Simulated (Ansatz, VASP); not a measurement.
# Nb in VASP and in Ansatz

```
CELL_PARAMETERS angstrom
4.49657 0.00000 0.00000
-2.24828 3.89414 0.00000
0.00000 0.00000 4.74444
ATOMIC_POSITIONS crystal
Nb 0.00000 0.00000 0.25000
Nb 0.00000 0.00000 0.75000
Nb 0.33333 0.66667 0.75000
Nb 0.66667 0.33333 0.25000
```

Alike in both runs: functional PBEsol; k mesh 6 × 6 × 4; occupations gaussian, width 0.1 eV; no spin polarisation.

Ansatz relaxed the structure, and its values are those at the end. VASP's run is a single point on that final structure, the one shown.

|  | VASP | Ansatz |
| --- | --- | --- |
| version | VASP 6.6.1 | Ansatz 0.2.0 |
| potentials or method | VASP PAW PBE potentials, release 64 (Nb_sv), cutoff 520 eV | scalar-relativistic, plane waves, PAW |
| valence electrons in the cell | 52 | 52 |

Ansatz gave:

| Item | Value |
| --- | --- |
| gap on the k mesh at the Fermi level (eV) | none |
| pressure (GPa) | 0.1 |

Problem. Estimate VASP's values.

Solution. gap on the k mesh at the Fermi level (eV): none; pressure (GPa): 0.0.

VASP's potentials were made for PBE, not for PBEsol. A gap of «none» marks a metal or a gap that the smearing closes.
